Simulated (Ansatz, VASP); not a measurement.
**Two plane-wave programs on Ga3As3CO**

The input INCAR:

```
SYSTEM = Ga3As3CO
PREC = Accurate
ENCUT = 520
EDIFF = 1E-7
ISMEAR = 0
SIGMA = 0.05
LREAL = .FALSE.
LASPH = .TRUE.
NELM = 100
ALGO = Normal
ISIF = 2
LWAVE = .FALSE.
LCHARG = .FALSE.
LDIPOL = .TRUE.
IDIPOL = 3
DIPOL = 0.5 0.5 0.323
GGA = PE
IVDW = 12
NBANDS = 42
```

File KPOINTS:

```
regular mesh
0
G
  7 5 1
  0 0 0
```

Contents of POSCAR:

```
Ga3As3CO
1.0
    4.0137031111      0.0000000000      0.0000000000
    0.0000000000      5.6762333751      0.0000000000
    0.0000000000      0.0000000000     23.3352699083
Ga As O C
3 3 1 1
Direct
    0.5000000000      0.5000000000      0.1714143447
    0.0000000000      0.0653835255      0.2680035048
    0.5000000000      0.4894639609      0.3228546357
    0.0000000000      0.2500000000      0.1714143447
    0.5000000000      0.8102208698      0.2504948966
    0.0000000000      0.2887573198      0.3593388866
    0.5000000000      1.1220906532      0.4964703624
    0.5000000000      1.1220906532      0.5457519865
```

Input for Ansatz:

```yaml
crystal:
  lattice:
    - [4.0137031111, 0.0, 0.0]
    - [0.0, 5.6762333751, 0.0]
    - [0.0, 0.0, 23.3352699083]
  atoms:
    - { symbol: Ga, position: [0.5, 0.5, 0.1714143447] }
    - { symbol: As, position: [0.0, 0.25, 0.1714143447] }
    - { symbol: Ga, position: [0.0, 0.0653835255, 0.2680035048] }
    - { symbol: As, position: [0.5, 0.8102208698, 0.2504948966] }
    - { symbol: Ga, position: [0.5, 0.4894639609, 0.3228546357] }
    - { symbol: As, position: [0.0, 0.2887573198, 0.3593388866] }
    - { symbol: O, position: [0.5, 1.1220906532, 0.4964703624] }
    - { symbol: C, position: [0.5, 1.1220906532, 0.5457519865] }
basis:
  ecutwfc: 420
kpoints:
  mp_grid: { grid: [7, 5, 1] }
hamiltonian:
  xc: pbe
  pseudopotentials: { kind: paw, azcp: { folder: soft_1 } }
  dispersion: d3bj
scf:
  occupations: { method: gaussian, width: 0.05 }
output:
  forces: true
  eigenvalues: true
efield:
  axis: 3
  dipole_correction: true
  ramp_width: 0.04
```

Alike in both runs: task single point; functional PBE; dispersion D3(BJ); k mesh 7 × 5 × 1; occupations gaussian, width 0.05 eV; no spin polarisation.

```csv
,VASP,Ansatz
version,VASP 6.6.1,Ansatz 0.2.0
potentials or method,"VASP PAW PBE potentials, release 64 (Ga_d, As, O, C), cutoff 520 eV","scalar-relativistic, plane waves, PAW"
valence electrons in the cell,64,94
```

```tsv
	VASP	Ansatz	Ansatz less VASP
gap on the k mesh at the Fermi level (eV)	0.40	0.41	+0.008
least direct gap on the mesh (eV)	0.75	0.76	+0.003
rms of the force components (eV/Å)	0.379	0.545	+0.1662
```

One of these differences is far larger than is usual between the two programs; its cause wasn't traced. VASP's potentials hold 64 valence electrons a cell and Ansatz's 94, so a difference there can come from the potentials and not from the codes.

Noted on VASP's run: the standard files for N, O and F lose accuracy on very short bonds.
